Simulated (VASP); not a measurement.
## MgB2: single point with RPBE+D3(BJ)

The system is MgB2.

```
Mg B
1.0
     2.97559    0.00000    0.00000
    -1.48779    2.57693    0.00000
     0.00000    0.00000    3.30245
Mg B
1 2
Direct
  0.00000 0.00000 0.00000
  0.66667 0.33333 0.50000
  0.33333 0.66667 0.50000
```

```json
{
  "Program": "VASP 6.6.1",
  "Task": "single point",
  "Functional": "RPBE",
  "Dispersion": "D3(BJ)",
  "Potentials or basis": "VASP PAW PBE potentials, release 64 (Mg, B)",
  "Cutoff": "520 eV",
  "k mesh": "10 × 10 × 8",
  "Occupations": "fermi-dirac, width 0.05 eV",
  "Spin": "no spin polarisation",
  "Dipole correction": "no",
  "Further INCAR settings": "ALGO = Normal; EDIFF = 1e-06; NBANDS = 11"
}
```

```json
{"Pressure": "-0.3 GPa", "Band gap on the k mesh": "zero (band 4 reaches 7.75 eV, above the bottom of band 5 at 4.79 eV)", "Dispersion energy per atom": "-1.390 eV"}
```

Stress tensor (GPa, compression positive):
```
-0.27  0.00  0.00
 0.00 -0.27  0.00
 0.00  0.00 -0.47
```

Levels at points of the mesh, in eV from the Fermi level:
```
           k point  band 1  band 2  band 3  band 4  band 5  band 6  band 7  band 8  band 9
(0.00, 0.00, 0.00)  -13.34   -2.94    0.26    0.26    2.42    6.57    6.57    8.99   11.02
(0.50, 0.00, 0.00)   -9.14   -8.53   -2.50    0.31    3.55    3.91    6.37    8.76   14.26
(0.00, 0.00, 0.50)  -11.78   -8.07    0.77    0.77    6.86    6.86    8.41   11.50   12.03
(0.50, 0.00, 0.50)   -7.93   -7.43   -4.02   -2.15   -1.46    6.35    9.61    9.98   15.35
```

It took 19 s on 1 thread of Intel Xeon 8259CL (shared host), peak memory 0.17 GiB.

Caveat: the PAW data sets were made with another functional, which shifts forces and pressure a little; pairwise dispersion overbinds metals, which lowers pressure and volume.
